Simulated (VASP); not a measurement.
# Al4Fe3 in VASP: single point with PBEsol

Aim: the single point of Al4Fe3 with PBEsol.

Everything below comes from runs of VASP 6.6.1. Logs are shortened: lines on timing, memory, paths and dates and some standing lists are left out, and cuts for length are marked.

## Step 1: The cell of the first run

The cell holds a slab with vacuum, 7 atoms: a = 2.845 Å, b = 2.845 Å, c = 23.535 Å, α = 90.00°, β = 90.00°, γ = 90.00°.

## Step 2: Single point, PBEsol, collinear spin, ferromagnetic start

Contents of INCAR:

```
PREC = Accurate ; ENCUT = 520
EDIFF = 1E-6 ; ISMEAR = 0
SIGMA = 0.1 ; LREAL = False
LASPH = True ; NELM = 150
ALGO = Normal ; ISIF = 2
LWAVE = False ; LCHARG = False
ISPIN = 2 ; MAGMOM = 0 0 0 0 0.75 0.75 0.75
LORBIT = 11 ; LMAXMIX = 4
LDIPOL = True ; IDIPOL = 3
DIPOL = 0.5 0.5 0.500 ; GGA = PS
NBANDS = 31
```

Contents of KPOINTS:

```
regular mesh
0
Gamma
  12 12 1
```

Contents of POSCAR:

```
Al4Fe3
1.0
    2.8450076399      0.0000000000      0.0000000000
    0.0000000000      2.8450076399      0.0000000000
    0.0000000000      0.0000000000     23.5350229197
Al Fe
4 3
Direct
    0.0000000000      0.0000000000      0.3245706374
    0.0000000000      0.0000000000      0.4388147867
    0.0000000000      0.0000000000      0.5611851962
    0.0000000000      0.0000000000      0.6754293848
    0.5000000000      0.5000000000      0.3767953954
    0.5000000000      0.5000000000      0.4999999778
    0.5000000000      0.5000000000      0.6232046216
```

Potentials or basis: VASP PAW PBE potentials, release 64 (Al, Fe).

Started as:

```bash
$ cat potpaw_PBE.64/Al/POTCAR potpaw_PBE.64/Fe/POTCAR > POTCAR
$ mpirun -np 1 vasp_std > vasp.out
```

OUTCAR:

```text
PREC = Accurate
   ENCUT = 520
   EDIFF = 1E-6
   ISMEAR = 0
   LREAL = False
   LASPH = True
   NELM = 150
   ISIF = 2
   ISPIN = 2
   LORBIT = 11
   GGA = PS

 ion  position               nearest neighbor table
   1  0.000  0.000  0.325-   5 2.36   5 2.36   5 2.36   5 2.36   2 2.69
   2  0.000  0.000  0.439-   6 2.47   6 2.47   6 2.47   6 2.47   5 2.49   5 2.49   5 2.49   5 2.49
                             1 2.69   3 2.88
   3  0.000  0.000  0.561-   6 2.47   6 2.47   6 2.47   6 2.47   7 2.49   7 2.49   7 2.49   7 2.49
                             4 2.69   2 2.88
   4  0.000  0.000  0.675-   7 2.36   7 2.36   7 2.36   7 2.36   3 2.69
   5  0.500  0.500  0.377-   1 2.36   1 2.36   1 2.36   1 2.36   2 2.49   2 2.49   2 2.49   2 2.49
                             6 2.90
   6  0.500  0.500  0.500-   2 2.47   2 2.47   2 2.47   2 2.47   3 2.47   3 2.47   3 2.47   3 2.47
                             5 2.90   7 2.90
   7  0.500  0.500  0.623-   4 2.36   4 2.36   4 2.36   4 2.36   3 2.49   3 2.49   3 2.49   3 2.49
                             6 2.90

  LATTYP: Found a simple tetragonal cell.
 ALAT       =     2.8450076399
 C/A-ratio  =     8.2723935745

  Lattice vectors:

 A1 = (   2.8450076399,   0.0000000000,   0.0000000000)
 A2 = (   0.0000000000,   2.8450076399,   0.0000000000)
 A3 = (   0.0000000000,   0.0000000000,  23.5350229197)

Analysis of symmetry for initial positions (statically):
=====================================================================
 Subroutine PRICEL returns:
 Original cell was already a primitive cell.

 Routine SETGRP: Setting up the symmetry group for a
 simple tetragonal supercell.

 Subroutine GETGRP returns: Found 16 space group operations
 (whereof 16 operations were pure point group operations)
 out of a pool of 16 trial point group operations.

The static configuration has the point symmetry D_4h.

Analysis of symmetry for dynamics (positions and initial velocities):
=====================================================================
 Subroutine PRICEL returns:
 Original cell was already a primitive cell.

 Routine SETGRP: Setting up the symmetry group for a
 simple tetragonal supercell.

 Subroutine GETGRP returns: Found 16 space group operations
 (whereof 16 operations were pure point group operations)
 out of a pool of 16 trial point group operations.

The dynamic configuration has the point symmetry D_4h.

Analysis of structural, dynamic, and magnetic symmetry:
=====================================================================
 Subroutine PRICEL returns:
 Original cell was already a primitive cell.

 Routine SETGRP: Setting up the symmetry group for a
 simple tetragonal supercell.

 Subroutine GETGRP returns: Found 16 space group operations
 (whereof 16 operations were pure point group operations)
 out of a pool of 16 trial point group operations.

The overall configuration has the point symmetry D_4h.

 Subroutine INISYM returns: Found 16 space group operations
 (whereof 16 operations are pure point group operations),
 and found     1 'primitive' translations

----------------------------------------------------------------------------------------

                                     Primitive cell

  volume of cell :     190.4941

  direct lattice vectors                    reciprocal lattice vectors
     2.845007640  0.000000000  0.000000000     0.351492905  0.000000000  0.000000000
     0.000000000  2.845007640  0.000000000     0.000000000  0.351492905  0.000000000
     0.000000000  0.000000000 23.535022920     0.000000000  0.000000000  0.042489867

  length of vectors
     2.845007640  2.845007640 23.535022920     0.351492905  0.351492905  0.042489867

  position of ions in fractional coordinates (direct lattice)
     0.000000000  0.000000000  0.324570637
     0.000000000  0.000000000  0.438814787
     0.000000000  0.000000000  0.561185196
     0.000000000  0.000000000  0.675429385
     0.500000000  0.500000000  0.376795395
     0.500000000  0.500000000  0.499999978
     0.500000000  0.500000000  0.623204622

  ion indices of the primitive-cell ions
   primitive index   ion index
                 1           1
                 2           2
                 3           3
                 4           4
                 5           5
[... 65 lines left out ...]
   PREC   = accura    normal or accurate (medium, high low for compatibility)
   ISTART =      0    job   : 0-new  1-cont  2-samecut
   ICHARG =      2    charge: 1-file 2-atom 10-const
   ISPIN  =      2    spin polarized calculation?
   LNONCOLLINEAR =      F non collinear calculations
   LSORBIT =      F    spin-orbit coupling
   LASPH  =      T    aspherical Exc in radial PAW
   ENCUT  =  520.0 eV  38.22 Ry    6.18 a.u.   5.29  5.29 43.76*2*pi/ulx,y,z
   NELM   =    150;   NELMIN=  2; NELMDL= -5     # of ELM steps
   EDIFF  = 0.1E-05   stopping-criterion for ELM
   LREAL  =      F    real-space projection
   EDIFFG = 0.1E-04   stopping-criterion for IOM
   NSW    =      0    number of steps for IOM
   IBRION =     -1    ionic relax: 0-MD 1-quasi-New 2-CG
   NFREE  =      0    steps in history (QN), initial steepest desc. (CG)
   ISIF   =      2    stress and relaxation
   ISYM   =      2    0-nonsym 1-usesym 2-fastsym
   POTIM  = 0.5000    time-step for ionic-motion
   TEBEG  =    0.0;   TEEND  =   0.0 temperature during run
   PSTRESS=    0.0 pullay stress
   NELECT =      36.0000    total number of electrons
   NUPDOWN=      -1.0000    fix difference up-down
   EMIN   =  10.00;   EMAX   =-10.00  energy-range for DOS
   EFERMI =   0.00;   METHOD = LEGACY
   ISMEAR =     0;   SIGMA  =   0.10  broadening in eV -4-tet -1-fermi 0-gaus
   EFERMI_NEDOS =   21; number of points for ismear=-14 and -15
   IALGO  =     38    algorithm
   IMIX   =      4    mixing-type and parameters
     AMIX     =   0.40;   BMIX     =  1.00
     AMIX_MAG =   1.60;   BMIX_MAG =  1.00
  volume/ion in A,a.u.               =      27.21       183.65
  Fermi-wavevector in a.u.,A,eV,Ry     =   0.939468  1.775336 12.008495  0.882599
  Thomas-Fermi vector in A             =   2.066783
   LORBIT       =     11    0 simple, 1 ext, 2 COOP (PROOUT), +10 PAW based schemes
   GGA     = PS    functional components
   LHFCALC =     F    Hartree Fock is set to
   AEXX    =    0.0000 exact exchange contribution
   IVDW    =     0    specifies the selected vdW correction
   LEPSILON=     F    determine dielectric tensor
   LRPA    =     F    only Hartree local field effects (RPA)
 spin polarized calculation
 Gauss-broadening in eV      SIGMA  =   0.10
  energy-cutoff  :      520.00
  volume of cell :      190.49
 maximum number of plane-waves:      5183
 NGX is ok and might be reduce to    24
   NGX = 11   NGY = 11   NGZ = 87

 dipolmoment           0.000000      0.000000     -0.000000 electrons x Angstroem

 number of electron      36.0000006 magnetization       1.0316615

 dipolmoment           0.000000      0.000000      0.000000 electrons x Angstroem

 Free energy of the ion-electron system (eV)
  ---------------------------------------------------
  ext. energy  EPLUGINS =         0.00000000
  ---------------------------------------------------
  free energy    TOTEN  =       -44.33671344 eV

  energy without entropy =      -44.31084187  energy(sigma->0) =      -44.32377765

 E-fermi :   2.0095     XC(G=0):  -6.1027

 val. band max:        2.0066398195   @ k =   0.0000   0.0000   0.0000
 cond. band min:       2.0133654927   @ k =   0.5000   0.1667   0.0000
 fundamental gap:      0.0067256732
 Fermi energy:         2.0095062931

 spin component 1

 k-point     1 :       0.0000    0.0000    0.0000
  band No.  band energies     occupation
      1      -8.3912      1.00000
      2      -7.7103      1.00000
      3      -6.2942      1.00000
      4      -4.5645      1.00000
      5      -2.8129      1.00000
      6      -1.4550      1.00000
[... 781 lines left out ...]
     29       7.4715      0.00000
     30       7.9285      0.00000

 [... further k-points ...]

 spin component 2

 k-point     1 :       0.0000    0.0000    0.0000
  band No.  band energies     occupation
      1      -8.3801      1.00000
      2      -7.7040      1.00000
      3      -6.2769      1.00000
      4      -4.5713      1.00000
      5      -2.7720      1.00000
      6      -1.4228      1.00000
[... 781 lines left out ...]
     29       7.5339      0.00000
     30       7.9514      0.00000

 [... further k-points ...]

 [bands above 30 left out]

------------------------ aborting loop because EDIFF is reached ----------------------------------------

 vacuum level on the upper side and lower side of the slab       (xc-potential included)         0.023         0.024

  FORCE on cell =-STRESS in cart. coord.  units (eV):
  Direction    XX          YY          ZZ          XY          YZ          ZX
  --------------------------------------------------------------------------------------
  -------------------------------------------------------------------------------------
  Total        0.6237091      0.6237091      0.1264998      0.0000000      0.0000000      0.0000000
  in kB        5.2457929      5.2457929      1.0639447      0.0000000      0.0000000      0.0000000
  external PRESSURE =       3.8518435 kB  Pullay stress =       0.0000000 kB

 VOLUME and BASIS-vectors are now :
 -----------------------------------------------------------------------------
  energy-cutoff  :      520.00
  volume of cell :      190.49
      direct lattice vectors                 reciprocal lattice vectors
     2.845007640  0.000000000  0.000000000     0.351492905  0.000000000  0.000000000
     0.000000000  2.845007640  0.000000000     0.000000000  0.351492905  0.000000000
     0.000000000  0.000000000 23.535022920     0.000000000  0.000000000  0.042489867

 POSITION                                       TOTAL-FORCE (eV/Angst)
 -----------------------------------------------------------------------------------
      0.00000      0.00000      7.63878         0.000000     -0.000000     -0.018870
      0.00000      0.00000     10.32752         0.000000     -0.000000      0.003126
      0.00000      0.00000     13.20751        -0.000000      0.000000     -0.003126
      0.00000      0.00000     15.89625         0.000000      0.000000      0.018870
      1.42250      1.42250      8.86789         0.000000      0.000000      0.002589
      1.42250      1.42250     11.76751         0.000000      0.000000      0.000000
      1.42250      1.42250     14.66714        -0.000000      0.000000     -0.002589
 -----------------------------------------------------------------------------------
    total drift:                                0.000000      0.000000      0.000029

  FREE ENERGIE OF THE ION-ELECTRON SYSTEM (eV)
  ---------------------------------------------------
  free  energy   TOTEN  =       -44.3367134366 eV

  energy  without entropy=      -44.3108418714  energy(sigma->0) =      -44.32377765

 vacuum level on the upper side and lower side of the slab         5.100         5.100

 total charge

# of ion       s       p       d       tot
------------------------------------------
    1        0.436   0.398   0.000   0.835
    2        0.398   0.445   0.000   0.844
    3        0.398   0.445   0.000   0.844
    4        0.436   0.398   0.000   0.835
    5        0.450   0.553   6.612   7.616
    6        0.443   0.515   6.508   7.466
    7        0.450   0.553   6.612   7.616
--------------------------------------------------
tot          3.013   3.307  19.733  26.054

 magnetization (x)

# of ion       s       p       d       tot
------------------------------------------
    1       -0.002  -0.002   0.000  -0.004
    2       -0.005  -0.010   0.000  -0.015
    3       -0.005  -0.010   0.000  -0.015
    4       -0.002  -0.002   0.000  -0.004
    5       -0.002   0.005   0.135   0.138
    6        0.001   0.004   0.816   0.821
    7       -0.002   0.005   0.135   0.138
--------------------------------------------------
tot         -0.016  -0.009   1.086   1.061
```

Wall time 19 min (1 thread of Oxide Virtual Turin-like, shared host); peak memory 0.51 GiB.

Results:

```
Free energy                                           : -44.3367 eV
Largest force                                         : 0.019 eV/Å
Net moment                                            : 1.03 μB per cell
Site moments                                          : Al -0.00, -0.01 (each value once); Fe +0.14, +0.82 (each value once) μB
Valence electrons inside the program's atomic spheres : Al 0.83, 0.84 (each value once); Fe 7.62, 7.47 (each value once)
```

Forces in eV/Å, atoms in the order of the input:
```
Al   0.000  0.000 -0.019
Al   0.000  0.000  0.003
Al   0.000  0.000 -0.003
Al   0.000  0.000  0.019
Fe   0.000  0.000  0.003
Fe   0.000  0.000  0.000
Fe   0.000  0.000 -0.003
```

Caveat: the PAW data sets were made with another functional, which shifts forces and pressure a little.
